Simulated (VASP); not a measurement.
A run of VASP 6.6.1:

File POSCAR:

```
LiHF2
1.0
    1.4057872535      0.8116310673      4.1845280768
   -1.4057872535      0.8116310673      4.1845280768
    0.0000000000     -1.6232630928      4.1845280768
Li H F
1 1 2
Direct
    0.0000000000      0.0000000000      0.0000000000
    0.5000000000      0.5000000000      0.5000000000
    0.4133020000      0.4133020000      0.4133020000
    0.5866980000      0.5866980000      0.5866980000
```

File INCAR.step1:

```
SYSTEM = LiHF2
PREC     = Accurate       ! precision mode
ENCUT    = 520            ! plane-wave cutoff, eV
ISMEAR   = 1              ! smearing method
SIGMA    = 0.1            ! smearing width, eV
LREAL    = .False.        ! projectors in reciprocal space
LASPH    = .True.         ! aspherical terms in the spheres
NELM     = 100            ! most SCF steps
NBANDS   = 17             ! bands
GGA      = PE             ! functional
ALGO     = Normal         ! electronic algorithm
EDIFF    = 1E-4           ! SCF threshold, eV
LWAVE    = .True.         ! write WAVECAR
LCHARG   = .False.        ! write CHGCAR
```

File INCAR.step2:

```
SYSTEM = LiHF2
PREC     = Accurate       ! precision mode
ENCUT    = 520            ! plane-wave cutoff, eV
EDIFF    = 1E-6           ! SCF threshold, eV
ISMEAR   = 1              ! smearing method
SIGMA    = 0.1            ! smearing width, eV
LREAL    = .False.        ! projectors in reciprocal space
LASPH    = .True.         ! aspherical terms in the spheres
NELM     = 100            ! most SCF steps
ALGO     = Normal         ! electronic algorithm
ISIF     = 2              ! what is computed and relaxed
LWAVE    = .False.        ! write WAVECAR
LCHARG   = .False.        ! write CHGCAR
METAGGA  = R2SCAN         ! meta-GGA
LMIXTAU  = .True.       
NBANDS   = 17             ! bands
ISTART   = 1
```

KPOINTS

```
Automatic mesh
0
Gamma
  7 7 7
  0 0 0
```

Potentials or basis: VASP PAW PBE potentials, release 64 (Li_sv, H, F).

The run is started by

```console
$ cat potpaw_PBE.64/Li_sv/POTCAR potpaw_PBE.64/H/POTCAR potpaw_PBE.64/F/POTCAR > POTCAR
$ cp INCAR.step1 INCAR
$ mpirun -np 1 vasp_std > vasp.out
$ cp INCAR.step2 INCAR
$ mpirun -np 1 vasp_std > vasp.out
```

Hardware: 1 thread of Intel(R) Xeon(R) 6975P-C (Granite Rapids), on a shared host.

Task: Estimate the wall time of this run.

Result: Wall time 71 s on 1 thread of Intel(R) Xeon(R) 6975P-C (Granite Rapids) (shared host), peak memory 0.21 GiB. Counts: k points 44.
